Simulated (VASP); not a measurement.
Crystal: Na.

```
Na
1.0
     5.39000    0.00000    0.00000
     0.00000    5.39000    0.00000
     0.00000    0.00000    5.39000
Na
4
Direct
  0.00000 0.00000 0.00000
  0.00000 0.50000 0.50000
  0.50000 0.00000 0.50000
  0.50000 0.50000 0.00000
```

This isn't the form of Na at room conditions, which is bcc.

```yaml
Program: VASP 6.6.1
Task: relaxation of cell and atoms
Functional: LDA
Potentials_or_basis: VASP PAW LDA potentials, release 64 (Na_pv)
Cutoff: 600 eV
k_mesh: 4 × 4 × 4
Occupations: fermi-dirac, width 0.1 eV
Spin: no spin polarisation
```

At the start: pressure -1.0 GPa; volume 39.15 Å³/atom.

Task: How do energy, volume and symmetry change on relaxing?

Result: Over 3 steps the energy falls by 20.7 meV/atom and the volume is 33.71 Å³/atom (-13.9 %); space group Fm-3m (No. 225, to 0.1 Å) before and after.

Step by step:
```tsv
step	energy change (eV)	largest force (eV/Å)	pressure (GPa)	volume (Å³)
1	0.0000	0.0000	-1.04	156.59
2	-0.0336	0.0000	-0.86	150.91
3	-0.0827	0.0000	-0.06	134.85
```

Final structure:
```cif
data_structure
_symmetry_space_group_name_H-M 'P 1'
_symmetry_Int_Tables_number 1
_cell_length_a 5.1280
_cell_length_b 5.1280
_cell_length_c 5.1280
_cell_angle_alpha 90.000
_cell_angle_beta 90.000
_cell_angle_gamma 90.000
_cell_volume 134.85
loop_
_atom_site_label
_atom_site_type_symbol
_atom_site_fract_x
_atom_site_fract_y
_atom_site_fract_z
_atom_site_occupancy
Na1 Na 0.00000 0.00000 0.00000 1
Na2 Na 0.00000 0.50000 0.50000 1
Na3 Na 0.50000 0.00000 0.50000 1
Na4 Na 0.50000 0.50000 0.00000 1
```
